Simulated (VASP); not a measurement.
# WC (Fm-3m) in VASP: single point with PBE

Aim: the single point of WC with PBE.

Program: VASP 6.6.1. These are calculated values, not measurements. Logs are shortened: lines on timing, memory, paths and dates and some standing lists are left out, and cuts for length are marked.

## (1) The cell of the first run

Symmetry: Fm-3m, No. 225, cubic system. The conventional cell has a = 4.380 Å, b = 4.380 Å, c = 4.380 Å, α = 90.00°, β = 90.00°, γ = 90.00°. Within 2.9 Å of W (site symmetry m-3m) lie 6 C at 2.19 Å. C (site symmetry m-3m) has 6 W at 2.19 Å within 2.9 Å.

## (2) Single point, PBE

Contents of INCAR:

```
SYSTEM = WC
PREC = Accurate
ENCUT = 520
EDIFF = 1E-7
ISMEAR = 0
SIGMA = 0.15
LREAL = .False.
LASPH = .True.
NELM = 80
ALGO = Normal
ISIF = 2
LWAVE = .False.
LCHARG = .False.
GGA = PE
NBANDS = 46
```

Contents of KPOINTS:

```
regular mesh
0
Gamma
  14 14 14
  0 0 0
```

Contents of POSCAR:

```
WC
1.0
    4.3800217153      0.0000000000      0.0000000000
    0.0000000000     -4.3800217153      0.0000000000
    0.0000000000      0.0000000000     -4.3800217153
W C
4 4
Direct
    0.0000000000      1.0000000000      1.0000000000
    0.5000000000      0.5000000000      1.0000000000
    0.5000000000      1.0000000000      0.5000000000
    0.0000000000      0.5000000000      0.5000000000
    0.5000000000      0.0000000000      0.0000000000
    0.0000000000      0.5000000000      0.0000000000
    0.0000000000      0.0000000000      0.5000000000
    0.5000000000      0.5000000000      0.5000000000
```

Potentials or basis: VASP PAW PBE potentials, release 64 (W_sv, C).

Started as:

```sh
$ cat potpaw_PBE.64/W_sv/POTCAR potpaw_PBE.64/C/POTCAR > POTCAR
$ mpirun -np 1 vasp_std > vasp.out
```

OUTCAR:

```text
SYSTEM = WC
   PREC = Accurate
   ENCUT = 520
   EDIFF = 1E-7
   ISMEAR = 0
   LREAL = .False.
   LASPH = .True.
   NELM = 80
   ISIF = 2
   GGA = PE

 ion  position               nearest neighbor table
   1  0.000  0.000  0.000-   5 2.19   6 2.19   7 2.19   7 2.19   6 2.19   5 2.19   3 3.10   4 3.10
                             2 3.10   2 3.10   4 3.10   3 3.10   4 3.10   2 3.10   3 3.10   4 3.10
   2  0.500  0.500  0.000-   5 2.19   6 2.19   8 2.19   8 2.19   5 2.19   6 2.19   3 3.10   4 3.10
                             1 3.10   1 3.10   3 3.10   3 3.10   3 3.10   1 3.10   4 3.10   4 3.10
   3  0.500  0.000  0.500-   5 2.19   7 2.19   8 2.19   5 2.19   8 2.19   7 2.19   1 3.10   2 3.10
                             1 3.10   2 3.10   4 3.10   2 3.10   2 3.10   1 3.10   4 3.10   4 3.10
   4  0.000  0.500  0.500-   6 2.19   7 2.19   8 2.19   6 2.19   7 2.19   8 2.19   1 3.10   2 3.10
                             1 3.10   1 3.10   3 3.10   2 3.10   1 3.10   2 3.10   3 3.10   3 3.10
   5  0.500  0.000  0.000-   1 2.19   2 2.19   3 2.19   3 2.19   2 2.19   1 2.19
   6  0.000  0.500  0.000-   1 2.19   2 2.19   4 2.19   4 2.19   1 2.19   2 2.19
   7  0.000  0.000  0.500-   1 2.19   3 2.19   4 2.19   1 2.19   4 2.19   3 2.19
   8  0.500  0.500  0.500-   2 2.19   3 2.19   4 2.19   2 2.19   3 2.19   4 2.19

  LATTYP: Found a simple cubic cell.
 ALAT       =     4.3800217153

  Lattice vectors:

 A1 = (   4.3800217153,   0.0000000000,   0.0000000000)
 A2 = (   0.0000000000,  -4.3800217153,   0.0000000000)
 A3 = (   0.0000000000,   0.0000000000,  -4.3800217153)

Analysis of symmetry for initial positions (statically):
=====================================================================
 Subroutine PRICEL returns following result:

  LATTYP: Found a face centered cubic cell.
 ALAT       =     4.3800217153

  Lattice vectors:

 A1 = (   2.1900108576,   2.1900108576,   0.0000000000)
 A2 = (   2.1900108576,   0.0000000000,  -2.1900108576)
 A3 = (   0.0000000000,   2.1900108576,  -2.1900108577)

   4 primitive cells build up your supercell.

 Routine SETGRP: Setting up the symmetry group for a
 simple cubic supercell.

 Subroutine GETGRP returns: Found 48 space group operations
 (whereof 48 operations were pure point group operations)
 out of a pool of 48 trial point group operations.

The static configuration has the point symmetry O_h .

Analysis of symmetry for dynamics (positions and initial velocities):
=====================================================================
 Subroutine PRICEL returns following result:

  LATTYP: Found a face centered cubic cell.
 ALAT       =     4.3800217153

  Lattice vectors:

 A1 = (   2.1900108576,   2.1900108576,   0.0000000000)
 A2 = (   2.1900108576,   0.0000000000,  -2.1900108576)
 A3 = (   0.0000000000,   2.1900108576,  -2.1900108577)

   4 primitive cells build up your supercell.

 Routine SETGRP: Setting up the symmetry group for a
 simple cubic supercell.

 Subroutine GETGRP returns: Found 48 space group operations
 (whereof 48 operations were pure point group operations)
 out of a pool of 48 trial point group operations.

The dynamic configuration has the point symmetry O_h .

 Subroutine INISYM returns: Found 48 space group operations
 (whereof 48 operations are pure point group operations),
 and found     4 'primitive' translations

----------------------------------------------------------------------------------------

                                     Primitive cell

  volume of cell :      21.0072

  direct lattice vectors                    reciprocal lattice vectors
     2.190010858  2.190010858  0.000000000     0.228309370  0.228309370  0.228309370
     2.190010858  0.000000000 -2.190010858     0.228309370 -0.228309370 -0.228309370
     0.000000000  2.190010858 -2.190010858    -0.228309370  0.228309370 -0.228309370

  length of vectors
     3.097143057  3.097143057  3.097143057     0.395443429  0.395443429  0.395443429

  position of ions in fractional coordinates (direct lattice)
     0.000000000  0.000000000  0.000000000
     0.500000000  0.500000000  0.500000000

  ion indices of the primitive-cell ions
   primitive index   ion index
                 1           1
                 2           5

----------------------------------------------------------------------------------------

 KPOINTS: regular mesh

Automatic generation of k-mesh.
 Grid dimensions read from file:
 generate k-points for:   14   14   14

 Generating k-lattice:

  Cartesian coordinates                     Fractional coordinates (reciprocal lattice)
     0.016307812  0.000000000  0.000000000     0.071428571  0.000000000  0.000000000
     0.000000000 -0.016307812  0.000000000     0.000000000  0.071428571  0.000000000
     0.000000000  0.000000000 -0.016307812     0.000000000  0.000000000  0.071428571

  Length of vectors
     0.016307812  0.016307812  0.016307812

  Shift w.r.t. Gamma in fractional coordinates (k-lattice)
     0.000000000  0.000000000  0.000000000

 Subroutine IBZKPT returns following result:
 ===========================================

 Found    120 irreducible k-points:

 Following reciprocal coordinates:
            Coordinates               Weight
  0.000000  0.000000  0.000000      1.000000
  0.071429  0.000000  0.000000      6.000000
  0.142857  0.000000  0.000000      6.000000
  0.214286  0.000000  0.000000      6.000000
  0.285714  0.000000  0.000000      6.000000
  0.357143  0.000000  0.000000      6.000000
[... 16 lines left out ...]
  0.285714  0.214286  0.000000     24.000000
  0.357143  0.214286  0.000000     24.000000
 [... further k-points ...]
   k-points           NKPTS =    120   k-points in BZ     NKDIM =    120   number of bands    NBANDS=     46
   number of dos      NEDOS =    301   number of ions     NIONS =      8
   total plane-waves  NPLWV =  46656
   dimension x,y,z NGX =    36 NGY =   36 NGZ =   36
   dimension x,y,z NGXF=    72 NGYF=   72 NGZF=   72
   ions per type =               4   4
   NGX,Y,Z   is equivalent  to a cutoff of  13.66, 13.66, 13.66 a.u.
   NGXF,Y,Z  is equivalent  to a cutoff of  27.33, 27.33, 27.33 a.u.
 SYSTEM =  WC
   PREC   = accura    normal or accurate (medium, high low for compatibility)
   ISTART =      0    job   : 0-new  1-cont  2-samecut
   ICHARG =      2    charge: 1-file 2-atom 10-const
   ISPIN  =      1    spin polarized calculation?
   LNONCOLLINEAR =      F non collinear calculations
   LSORBIT =      F    spin-orbit coupling
   LASPH  =      T    aspherical Exc in radial PAW
   ENCUT  =  520.0 eV  38.22 Ry    6.18 a.u.   8.14  8.14  8.14*2*pi/ulx,y,z
   NELM   =     80;   NELMIN=  2; NELMDL= -5     # of ELM steps
   EDIFF  = 0.1E-06   stopping-criterion for ELM
   LREAL  =      F    real-space projection
   EDIFFG = 0.1E-05   stopping-criterion for IOM
   NSW    =      0    number of steps for IOM
   IBRION =     -1    ionic relax: 0-MD 1-quasi-New 2-CG
   NFREE  =      0    steps in history (QN), initial steepest desc. (CG)
   ISIF   =      2    stress and relaxation
   ISYM   =      2    0-nonsym 1-usesym 2-fastsym
   POTIM  = 0.5000    time-step for ionic-motion
   TEBEG  =    0.0;   TEEND  =   0.0 temperature during run
   PSTRESS=    0.0 pullay stress
   NELECT =      72.0000    total number of electrons
   NUPDOWN=      -1.0000    fix difference up-down
   EMIN   =  10.00;   EMAX   =-10.00  energy-range for DOS
   EFERMI =   0.00;   METHOD = LEGACY
   ISMEAR =     0;   SIGMA  =   0.15  broadening in eV -4-tet -1-fermi 0-gaus
   EFERMI_NEDOS =   21; number of points for ismear=-14 and -15
   IALGO  =     38    algorithm
   IMIX   =      4    mixing-type and parameters
     AMIX     =   0.40;   BMIX     =  1.00
     AMIX_MAG =   1.60;   BMIX_MAG =  1.00
  volume/ion in A,a.u.               =      10.50        70.88
  Fermi-wavevector in a.u.,A,eV,Ry     =   1.554925  2.938382 32.896047  2.417791
  Thomas-Fermi vector in A             =   2.658940
   LORBIT       =      0    0 simple, 1 ext, 2 COOP (PROOUT), +10 PAW based schemes
   GGA     = PE    functional components
   LHFCALC =     F    Hartree Fock is set to
   AEXX    =    0.0000 exact exchange contribution
   IVDW    =     0    specifies the selected vdW correction
   LEPSILON=     F    determine dielectric tensor
   LRPA    =     F    only Hartree local field effects (RPA)
 non-spin polarized calculation
 Gauss-broadening in eV      SIGMA  =   0.15
  energy-cutoff  :      520.00
  volume of cell :       84.03
 maximum number of plane-waves:      2301
 NGX is ok and might be reduce to    36
   NGX = 17   NGY = 17   NGZ = 17

 number of electron      72.0000007 magnetization

 Free energy of the ion-electron system (eV)
  ---------------------------------------------------
  ext. energy  EPLUGINS =         0.00000000
  ---------------------------------------------------
  free energy    TOTEN  =       -86.24471504 eV

  energy without entropy =      -86.20494325  energy(sigma->0) =      -86.22482915

 E-fermi :  12.4459     XC(G=0): -13.7358

 val. band max:       12.4336857261   @ k =   0.2143   0.2143   0.0714
 cond. band min:      12.4468961304   @ k =   0.5000   0.3571   0.0714
 fundamental gap:      0.0132104043
 Fermi energy:        12.4458650960

 k-point     1 :       0.0000    0.0000    0.0000
  band No.  band energies     occupation
      1     -62.9844      2.00000
      2     -62.9345      2.00000
      3     -62.9345      2.00000
      4     -62.9345      2.00000
      5     -27.5093      2.00000
      6     -27.5093      2.00000
[... 38 lines left out ...]
     45      14.7389      0.00000
     46      14.7389      0.00000

 k-point     2 :       0.0714    0.0000    0.0000
  band No.  band energies     occupation
      1     -62.9838      2.00000
      2     -62.9351      2.00000
      3     -62.9345      2.00000
      4     -62.9345      2.00000
      5     -27.5054      2.00000
      6     -27.5054      2.00000
[... 1070 lines left out ...]
 k-point    24 :       0.3571    0.2143    0.0000
  band No.  band energies     occupation
      1     -62.9665      2.00000
      2     -62.9471      2.00000
      3     -62.9384      2.00000
      4     -62.9360      2.00000
      5     -27.4220      2.00000
      6     -27.3888      2.00000
[... 38 lines left out ...]
     45      14.9614      0.00000
     46      15.1981      0.00000

 [... further k-points ...]

------------------------ aborting loop because EDIFF is reached ----------------------------------------

  FORCE on cell =-STRESS in cart. coord.  units (eV):
  Direction    XX          YY          ZZ          XY          YZ          ZX
  --------------------------------------------------------------------------------------
  -------------------------------------------------------------------------------------
  Total        0.4619820      0.4619820      0.4619820     -0.0000000     -0.0000000      0.0000000
  in kB        8.8085996      8.8085996      8.8085996     -0.0000000     -0.0000000      0.0000000
  external PRESSURE =       8.8085996 kB  Pullay stress =       0.0000000 kB

 VOLUME and BASIS-vectors are now :
 -----------------------------------------------------------------------------
  energy-cutoff  :      520.00
  volume of cell :       84.03
      direct lattice vectors                 reciprocal lattice vectors
     4.380021715  0.000000000  0.000000000     0.228309370  0.000000000  0.000000000
     0.000000000 -4.380021715  0.000000000     0.000000000 -0.228309370  0.000000000
     0.000000000  0.000000000 -4.380021715     0.000000000  0.000000000 -0.228309370

 POSITION                                       TOTAL-FORCE (eV/Angst)
 -----------------------------------------------------------------------------------
      0.00000      0.00000      0.00000         0.000000     -0.000000      0.000000
      2.19001     -2.19001      0.00000         0.000000      0.000000     -0.000000
      2.19001      0.00000     -2.19001        -0.000000     -0.000000      0.000000
      0.00000     -2.19001     -2.19001        -0.000000     -0.000000     -0.000000
      2.19001      0.00000      0.00000         0.000000      0.000000      0.000000
      0.00000     -2.19001      0.00000         0.000000      0.000000      0.000000
      0.00000      0.00000     -2.19001         0.000000      0.000000      0.000000
      2.19001     -2.19001     -2.19001         0.000000      0.000000      0.000000
 -----------------------------------------------------------------------------------
    total drift:                                0.000000     -0.000000     -0.000000

  FREE ENERGIE OF THE ION-ELECTRON SYSTEM (eV)
  ---------------------------------------------------
  free  energy   TOTEN  =       -86.2447150441 eV

  energy  without entropy=      -86.2049432490  energy(sigma->0) =      -86.22482915
```

Run time: 14 min. Hardware: 1 thread of AMD EPYC 7R13, shared host; peak memory 0.42 GiB.

Results:

| Item | Value |
| --- | --- |
| Free energy | -86.2447 eV |
| Pressure | 0.9 GPa |
| Band gap on the k mesh | zero (bands 36 and 37 overlap by 3.13 eV) |

Levels at points of the mesh, in eV from the Fermi level:
| k point | band 33 | band 34 | band 35 | band 36 | band 37 | band 38 | band 39 | band 40 |
| --- | --- | --- | --- | --- | --- | --- | --- | --- |
| (0.00, 0.00, 0.00) | -2.50 | -2.50 | -2.50 | -1.06 | -1.06 | -1.06 | -0.95 | -0.95 |
| (0.50, 0.00, 0.00) | -3.39 | -3.39 | -0.12 | -0.12 | 0.50 | 0.50 | 0.50 | 0.50 |
| (0.50, 0.50, 0.00) | -0.44 | -0.44 | -0.44 | -0.44 | 1.41 | 1.41 | 1.41 | 1.41 |
| (0.50, 0.50, 0.50) | 1.06 | 1.06 | 1.06 | 1.06 | 1.06 | 1.06 | 1.06 | 1.06 |

Caveat: spin-orbit coupling is left out, which moves the levels of the heavy elements.
